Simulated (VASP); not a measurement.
Crystal: Si.

```xyz
1
Lattice="2.6205 0.0000 0.0000 -1.3103 2.2695 0.0000 0.0000 0.0000 2.4664" Properties=species:S:1:pos:R:3 pbc="T T T"
Si    0.0000    0.0000    0.0000
```

Base run:

```yaml
Program: VASP 6.6.1
Functional: PBE
Potentials_or_basis: VASP PAW PBE potentials, release 64 (Si)
Cutoff: 520 eV
k_mesh: 12 × 12 × 11
Occupations: fermi-dirac, width 0.05 eV
Spin: no spin polarisation
```

Its results: band gap on the k mesh zero (band 2 reaches 17.20 eV, above the bottom of band 3 at 5.11 eV); pressure 3.0 GPa.

Question: The run is repeated on the same cell with these changes: functional from PBE to PBEsol. What comes out?

Answer: Band gap on the k mesh zero (band 2 reaches 17.17 eV, above the bottom of band 3 at 5.04 eV); pressure 0.7 GPa.

PBEsol binds more tightly than PBE, so the same cell stands under less pressure.

Caveats: the PAW data sets were made with another functional, which shifts forces and pressure a little (some runs).
